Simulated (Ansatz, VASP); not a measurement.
One calculation of Cs, two programs

The input INCAR:

```
  ALGO = Fast
  EDIFF = 1E-7
  EDIFFG = -0.005
  ENCUT = 600
  GGA = PS
  IBRION = 2
  ISIF = 3
  ISMEAR = 0
  LASPH = True
  LCHARG = False
  LREAL = False
  LWAVE = False
  NELM = 100
  NSW = 100
  PREC = Accurate
  SIGMA = 0.1
```

The input KPOINTS:

```
k-points
0
Gamma
  10 10 10
```

File POSCAR:

```
Cs
1.0
   -3.0082304957      3.0082304957      3.0082304957
    3.0082304957     -3.0082304957      3.0082304957
    3.0082304957      3.0082304957     -3.0082304957
Cs
1
Direct
    0.0000000000      0.0000000000      0.0000000000
```

Input for Ansatz:

```yaml
crystal:
  lattice:
    - [-3.0082304957, 3.0082304957, 3.0082304957]
    - [3.0082304957, -3.0082304957, 3.0082304957]
    - [3.0082304957, 3.0082304957, -3.0082304957]
  atoms:
    - { symbol: Cs, position: [0.0, 0.0, 0.0] }
basis:
  ecutwfc: 420
kpoints:
  mp_grid: { grid: [10, 10, 10] }
hamiltonian:
  xc: pbesol
scf:
  occupations: { method: gaussian, width: 0.1 }
output:
  forces: true
  stress: true
  eigenvalues: true
relax:
  adjacent_minimum: "off"
  f_tol: 0.005
  max_steps: 80
  cell: { stress_tol: 0.05 }
```

Alike in both runs: task relaxation of cell and atoms; functional PBEsol; k mesh 10 × 10 × 10; occupations gaussian, width 0.1 eV; no spin polarisation.

```csv
,VASP,Ansatz
version,VASP 6.6.1,Ansatz 0.2.0
potentials or method,"VASP PAW PBE potentials, release 64 (Cs_sv), cutoff 600 eV","scalar-relativistic, plane waves, PAW"
valence electrons in the cell,9,9
```

|  | VASP | Ansatz | Ansatz less VASP |
| --- | --- | --- | --- |
| gap on the k mesh at the Fermi level, each at its own relaxed structure (eV) | none | none | - |
| relaxed volume (Å³/atom) | 108.89 | 108.89 | 0.000 |
| relaxed cell length with the largest relative difference (Å) | 5.210 | 5.210 | 0.0000 |

VASP's potentials were made for PBE, not for PBEsol. A gap of «none» marks a metal or a gap that the smearing closes.

Spin-orbit coupling is off throughout. Noted on VASP's run: the relaxation stopped at its first step, so nothing moved.
